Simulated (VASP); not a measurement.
# MgH2 (I4mm) in VASP: single point with PBEsol

Aim: the single point of MgH2 with PBEsol.

Program: VASP 6.6.1. These are calculated values, not measurements. Logs are shortened: lines on timing, memory, paths and dates and some standing lists are left out, and cuts for length are marked.

**1. The cell of the first run**

Symmetry: I4mm, No. 107, tetragonal system. Conventional cell: a = 3.367 Å, b = 3.367 Å, c = 4.762 Å, α = 90.00°, β = 90.00°, γ = 90.00°. Mg (site symmetry 4mm) has 8 H at 1.98 to 2.15 Å within 2.6 Å. H (site symmetry 2mm) has 4 Mg at 1.98 to 2.15 Å and 6 H at 2.38 Å within 2.6 Å.

**2. Single point, PBEsol (one atom moved)**

Input file INCAR:

```
SYSTEM = MgH2
  PREC = Accurate
  ENCUT = 520
  EDIFF = 1E-7
  ISMEAR = 0
  SIGMA = 0.1
  LREAL = .False.
  LASPH = .True.
  NELM = 80
  ALGO = Normal
  ISIF = 2
  LWAVE = .False.
  LCHARG = .False.
  GGA = PS
  NBANDS = 9
```

Input file KPOINTS:

```
regular mesh
0
Gamma
  14 14 14
  0 0 0
```

Input file POSCAR:

```
MgH2
1.0
    0.0000000000      2.3810671667      2.3810671667
    2.3810671667      0.0000000000      2.3810671667
    2.3810671667      2.3810671667      0.0000000000
Mg H
1 2
Direct
    0.0314984815     -0.0314984815      0.0314984815
    0.7500000000      0.7500000000      0.7500000000
    0.2500000000      0.2500000000      0.2500000000
```

Potentials or basis: VASP PAW PBE potentials, release 64 (Mg, H).

Launch:

```bash
> cat potpaw_PBE.64/Mg/POTCAR potpaw_PBE.64/H/POTCAR > POTCAR
> mpirun -np 1 vasp_std > vasp.out
```

OUTCAR:

```text
SYSTEM = MgH2
   PREC = Accurate
   ENCUT = 520
   EDIFF = 1E-7
   ISMEAR = 0
   LREAL = .False.
   LASPH = .True.
   NELM = 80
   ISIF = 2
   GGA = PS

 ion  position               nearest neighbor table
   1  0.031  0.969  0.031-   2 1.98   2 1.98   3 1.98   3 1.98   2 2.15   3 2.15   2 2.15   3 2.15

   2  0.750  0.750  0.750-   1 1.98   1 1.98   1 2.15   1 2.15
   3  0.250  0.250  0.250-   1 1.98   1 1.98   1 2.15   1 2.15

  LATTYP: Found a face centered cubic cell.
 ALAT       =     4.7621343334

  Lattice vectors:

 A1 = (   0.0000000000,   2.3810671667,   2.3810671667)
 A2 = (   2.3810671667,   0.0000000000,   2.3810671667)
 A3 = (   2.3810671667,   2.3810671667,   0.0000000000)

Analysis of symmetry for initial positions (statically):
=====================================================================
 Subroutine PRICEL returns:
 Original cell was already a primitive cell.

 Routine SETGRP: Setting up the symmetry group for a
 face centered cubic supercell.

 Subroutine GETGRP returns: Found  8 space group operations
 (whereof  8 operations were pure point group operations)
 out of a pool of 48 trial point group operations.

The static configuration has the point symmetry C_4v.

Analysis of symmetry for dynamics (positions and initial velocities):
=====================================================================
 Subroutine PRICEL returns:
 Original cell was already a primitive cell.

 Routine SETGRP: Setting up the symmetry group for a
 face centered cubic supercell.

 Subroutine GETGRP returns: Found  8 space group operations
 (whereof  8 operations were pure point group operations)
 out of a pool of 48 trial point group operations.

The dynamic configuration has the point symmetry C_4v.

 Subroutine INISYM returns: Found  8 space group operations
 (whereof  8 operations are pure point group operations),
 and found     1 'primitive' translations

----------------------------------------------------------------------------------------

                                     Primitive cell

  volume of cell :      26.9988

  direct lattice vectors                    reciprocal lattice vectors
     0.000000000  2.381067167  2.381067167    -0.209989876  0.209989876  0.209989876
     2.381067167  0.000000000  2.381067167     0.209989876 -0.209989876  0.209989876
     2.381067167  2.381067167  0.000000000     0.209989876  0.209989876 -0.209989876

  length of vectors
     3.367337480  3.367337480  3.367337480     0.363713135  0.363713135  0.363713135

  position of ions in fractional coordinates (direct lattice)
     0.031498482  0.968501518  0.031498482
     0.750000000  0.750000000  0.750000000
     0.250000000  0.250000000  0.250000000

  ion indices of the primitive-cell ions
   primitive index   ion index
                 1           1
                 2           2
                 3           3

----------------------------------------------------------------------------------------

 KPOINTS: regular mesh

Automatic generation of k-mesh.
 Grid dimensions read from file:
 generate k-points for:   14   14   14

 Generating k-lattice:

  Cartesian coordinates                     Fractional coordinates (reciprocal lattice)
    -0.014999277  0.014999277  0.014999277     0.071428571  0.000000000  0.000000000
     0.014999277 -0.014999277  0.014999277     0.000000000  0.071428571  0.000000000
     0.014999277  0.014999277 -0.014999277     0.000000000  0.000000000  0.071428571

  Length of vectors
     0.025979510  0.025979510  0.025979510

  Shift w.r.t. Gamma in fractional coordinates (k-lattice)
     0.000000000  0.000000000  0.000000000

 Subroutine IBZKPT returns following result:
 ===========================================

 Found    244 irreducible k-points:

 Following reciprocal coordinates:
            Coordinates               Weight
  0.000000  0.000000  0.000000      1.000000
  0.071429  0.000000  0.000000      8.000000
  0.142857  0.000000  0.000000      8.000000
  0.214286  0.000000  0.000000      8.000000
  0.285714  0.000000  0.000000      8.000000
  0.357143  0.000000  0.000000      8.000000
[... 16 lines left out ...]
 -0.428571  0.071429  0.000000     16.000000
  0.071429  0.000000 -0.428571      8.000000
 [... further k-points ...]
   k-points           NKPTS =    244   k-points in BZ     NKDIM =    244   number of bands    NBANDS=      9
   number of dos      NEDOS =    301   number of ions     NIONS =      3
   total plane-waves  NPLWV =  21952
   dimension x,y,z NGX =    28 NGY =   28 NGZ =   28
   dimension x,y,z NGXF=    56 NGYF=   56 NGZF=   56
   ions per type =               1   2
   NGX,Y,Z   is equivalent  to a cutoff of  13.82, 13.82, 13.82 a.u.
   NGXF,Y,Z  is equivalent  to a cutoff of  27.65, 27.65, 27.65 a.u.
 SYSTEM =  MgH2
   PREC   = accura    normal or accurate (medium, high low for compatibility)
   ISTART =      0    job   : 0-new  1-cont  2-samecut
   ICHARG =      2    charge: 1-file 2-atom 10-const
   ISPIN  =      1    spin polarized calculation?
   LNONCOLLINEAR =      F non collinear calculations
   LSORBIT =      F    spin-orbit coupling
   LASPH  =      T    aspherical Exc in radial PAW
   ENCUT  =  520.0 eV  38.22 Ry    6.18 a.u.   6.26  6.26  6.26*2*pi/ulx,y,z
   NELM   =     80;   NELMIN=  2; NELMDL= -5     # of ELM steps
   EDIFF  = 0.1E-06   stopping-criterion for ELM
   LREAL  =      F    real-space projection
   EDIFFG = 0.1E-05   stopping-criterion for IOM
   NSW    =      0    number of steps for IOM
   IBRION =     -1    ionic relax: 0-MD 1-quasi-New 2-CG
   NFREE  =      0    steps in history (QN), initial steepest desc. (CG)
   ISIF   =      2    stress and relaxation
   ISYM   =      2    0-nonsym 1-usesym 2-fastsym
   POTIM  = 0.5000    time-step for ionic-motion
   TEBEG  =    0.0;   TEEND  =   0.0 temperature during run
   PSTRESS=    0.0 pullay stress
   NELECT =       4.0000    total number of electrons
   NUPDOWN=      -1.0000    fix difference up-down
   EMIN   =  10.00;   EMAX   =-10.00  energy-range for DOS
   EFERMI =   0.00;   METHOD = LEGACY
   ISMEAR =     0;   SIGMA  =   0.10  broadening in eV -4-tet -1-fermi 0-gaus
   EFERMI_NEDOS =   21; number of points for ismear=-14 and -15
   IALGO  =     38    algorithm
   IMIX   =      4    mixing-type and parameters
     AMIX     =   0.40;   BMIX     =  1.00
     AMIX_MAG =   1.60;   BMIX_MAG =  1.00
  volume/ion in A,a.u.               =       9.00        60.73
  Fermi-wavevector in a.u.,A,eV,Ry     =   0.866257  1.636987 10.209817  0.750400
  Thomas-Fermi vector in A             =   1.984619
   LORBIT       =      0    0 simple, 1 ext, 2 COOP (PROOUT), +10 PAW based schemes
   GGA     = PS    functional components
   LHFCALC =     F    Hartree Fock is set to
   AEXX    =    0.0000 exact exchange contribution
   IVDW    =     0    specifies the selected vdW correction
   LEPSILON=     F    determine dielectric tensor
   LRPA    =     F    only Hartree local field effects (RPA)
 non-spin polarized calculation
 Gauss-broadening in eV      SIGMA  =   0.10
  energy-cutoff  :      520.00
  volume of cell :       27.00
 maximum number of plane-waves:       748
 NGX is ok and might be reduce to    28
   NGX = 13   NGY = 13   NGZ = 13

 number of electron       4.0000000 magnetization

 Free energy of the ion-electron system (eV)
  ---------------------------------------------------
  ext. energy  EPLUGINS =         0.00000000
  ---------------------------------------------------
  free energy    TOTEN  =        -8.56235142 eV

  energy without entropy =       -8.56128855  energy(sigma->0) =       -8.56181998

 E-fermi :   2.8502     XC(G=0):  -9.1036

 val. band max:        2.7064544796   @ k =   0.0714   0.2143   0.1429
 cond. band min:       2.8784039256   @ k =   0.4286   0.0714  -0.4286
 fundamental gap:      0.1719494460
 Fermi energy:         2.8502227951

 k-point     1 :       0.0000    0.0000    0.0000
  band No.  band energies     occupation
      1      -7.0883      2.00000
      2       3.9198      0.00000
      3      12.1425      0.00000
      4      12.1425      0.00000
      5      12.2069      0.00000
      6      14.5996      0.00000
      7      14.6321      0.00000
      8      14.6321      0.00000
      9      15.4759      0.00000

 k-point     2 :       0.0714    0.0000    0.0000
  band No.  band energies     occupation
      1      -6.9946      2.00000
      2       3.7022      0.00000
      3      11.5726      0.00000
      4      11.9862      0.00000
      5      12.0760      0.00000
      6      14.7432      0.00000
      7      14.9526      0.00000
      8      15.0282      0.00000
      9      15.4537      0.00000

 k-point     3 :       0.1429    0.0000    0.0000
  band No.  band energies     occupation
      1      -6.7146      2.00000
      2       3.0757      0.00143
      3      10.6774      0.00000
      4      11.6848      0.00000
      5      11.7828      0.00000
      6      13.9464      0.00000
      7      15.6202      0.00000
      8      15.6409      0.00000
      9      16.5141      0.00000

 k-point     4 :       0.2143    0.0000    0.0000
  band No.  band energies     occupation
      1      -6.2521      2.00000
      2       2.1196      2.00000
      3       9.9585      0.00000
      4      11.4298      0.00000
      5      11.5314      0.00000
      6      12.9032      0.00000
      7      14.9763      0.00000
      8      15.1170      0.00000
      9      16.9942      0.00000
[... 205 lines left out ...]
 k-point    22 :       0.0714    0.0000    0.5000
  band No.  band energies     occupation
      1      -3.0757      2.00000
      2      -2.3131      2.00000
      3       8.7079      0.00000
      4       9.3240      0.00000
      5      10.6890      0.00000
      6      12.2221      0.00000
      7      13.2028      0.00000
      8      13.5643      0.00000
      9      20.8998      0.00000

 k-point    23 :      -0.4286    0.0714    0.0000
  band No.  band energies     occupation
      1      -3.4341      2.00000
      2      -1.9230      2.00000
      3       8.5005      0.00000
      4       9.6039      0.00000
      5      11.2431      0.00000
      6      11.6321      0.00000
      7      12.8780      0.00000
      8      14.0353      0.00000
      9      21.0438      0.00000

 k-point    24 :       0.0714    0.0000   -0.4286
  band No.  band energies     occupation
      1      -3.4351      2.00000
      2      -1.9212      2.00000
      3       8.4614      0.00000
      4       9.6582      0.00000
      5      11.1518      0.00000
      6      11.7780      0.00000
      7      12.7840      0.00000
      8      14.0602      0.00000
      9      21.2432      0.00000

 [... further k-points ...]

------------------------ aborting loop because EDIFF is reached ----------------------------------------

  FORCE on cell =-STRESS in cart. coord.  units (eV):
  Direction    XX          YY          ZZ          XY          YZ          ZX
  --------------------------------------------------------------------------------------
  -------------------------------------------------------------------------------------
  Total       -0.1399885     -0.1830712     -0.1399885     -0.0000000      0.0000000     -0.0000000
  in kB       -8.3072656    -10.8638999     -8.3072656     -0.0000000      0.0000000     -0.0000000
  external PRESSURE =      -9.1594770 kB  Pullay stress =       0.0000000 kB

 VOLUME and BASIS-vectors are now :
 -----------------------------------------------------------------------------
  energy-cutoff  :      520.00
  volume of cell :       27.00
      direct lattice vectors                 reciprocal lattice vectors
     0.000000000  2.381067167  2.381067167    -0.209989876  0.209989876  0.209989876
     2.381067167  0.000000000  2.381067167     0.209989876 -0.209989876  0.209989876
     2.381067167  2.381067167  0.000000000     0.209989876  0.209989876 -0.209989876

 POSITION                                       TOTAL-FORCE (eV/Angst)
 -----------------------------------------------------------------------------------
      2.38107      0.15000      2.38107         0.000000     -0.465642      0.000000
      3.57160      3.57160      3.57160         0.000000      0.232821      0.000000
      1.19053      1.19053      1.19053        -0.000000      0.232821     -0.000000
 -----------------------------------------------------------------------------------
    total drift:                               -0.000000      0.000145     -0.000000

  FREE ENERGIE OF THE ION-ELECTRON SYSTEM (eV)
  ---------------------------------------------------
  free  energy   TOTEN  =        -8.5623514211 eV

  energy  without entropy=       -8.5612885453  energy(sigma->0) =       -8.56181998
```

Run time: 46 s. Hardware: 1 thread of Intel Xeon 6975P-C, shared host; peak memory 0.21 GiB.

What came out:

| Item | Value |
| --- | --- |
| Free energy | -8.5624 eV |
| Pressure | -0.9 GPa |
| Largest force | 0.466 eV/Å |
| Band gap on the k mesh | zero (band 2 reaches 3.92 eV, above the bottom of band 3 at 2.37 eV) |

Forces on the atoms (eV/Å):
```
Mg   0.000 -0.466  0.000
H    0.000  0.233  0.000
H    0.000  0.233  0.000
```

Caveat: the cell differs from its parent crystal (one atom moved); the PAW data sets were made with another functional, which shifts forces and pressure a little.
